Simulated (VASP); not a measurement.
Here is a VASP 6.6.1 calculation.

File INCAR:

```
PREC = Accurate
ENCUT = 520
EDIFF = 1E-7
ISMEAR = 0
SIGMA = 0.15
LREAL = F
LASPH = T
NELM = 100
ALGO = Fast
ISIF = 2
LWAVE = F
LCHARG = T
GGA = PE
LELF = T
LVHAR = T
NBANDS = 19
```

File KPOINTS:

```
Automatic mesh
0
Gamma
  24 24 12
```

The input POSCAR:

```
Zn
1.0
    2.7399019826      0.0000000000      0.0000000000
   -1.3699509913      2.3728247208      0.0000000000
    0.0000000000      0.0000000000      4.6792271074
Zn
2
Direct
    0.3333333333      0.6666666667      0.2500000000
    0.6666666667      0.3333333333      0.7500000000
```

Potentials or basis: VASP PAW PBE potentials, release 64 (Zn).

The run is started by

```bash
$ cat potpaw_PBE.64/Zn/POTCAR > POTCAR
$ mpirun -np 1 vasp_std > vasp.out
```

(1) Estimate the pressure.

(2) Predict the band gap on the k mesh.

Results:

(1) -0.8 GPa.

(2) zero (bands 12 and 13 overlap by 3.82 eV).
